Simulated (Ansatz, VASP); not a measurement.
## Nb: VASP beside Ansatz

```xyz
3
Lattice="1.5607 0.9011 7.5427 -1.5607 0.9011 7.5427 0.0000 -1.8021 7.5427" Properties=species:S:1:pos:R:3 pbc="T T T"
Nb    0.0000    0.0000    0.0000
Nb    0.0000    0.0000    5.0284
Nb    0.0000    0.0000   17.5996
```

Alike in both runs: task relaxation of cell and atoms; functional PBEsol; k mesh 6 × 6 × 6; occupations gaussian, width 0.1 eV; no spin polarisation.

```csv
,VASP,Ansatz
version,VASP 6.6.1,Ansatz 0.2.0
potentials or method,"VASP PAW PBE potentials, release 64 (Nb_sv), cutoff 600 eV","scalar-relativistic, plane waves, PAW"
valence electrons in the cell,39,39
```

|  | VASP | Ansatz | Ansatz less VASP |
| --- | --- | --- | --- |
| gap on the k mesh at the Fermi level, each at its own relaxed structure (eV) | none | none | - |
| relaxed volume (Å³/atom) | 17.87 | 17.86 | -0.011 |
| relaxed cell length with the largest relative difference (Å) | 8.002 | 7.993 | -0.0092 |

VASP's potentials were made for PBE, not for PBEsol. A gap of «none» marks a metal or a gap that the smearing closes.

The k mesh is coarse, so the values compare programs but aren't converged. Noted on VASP's run: the volume moved by over 15 % at a fixed basis, so the end points are rough.
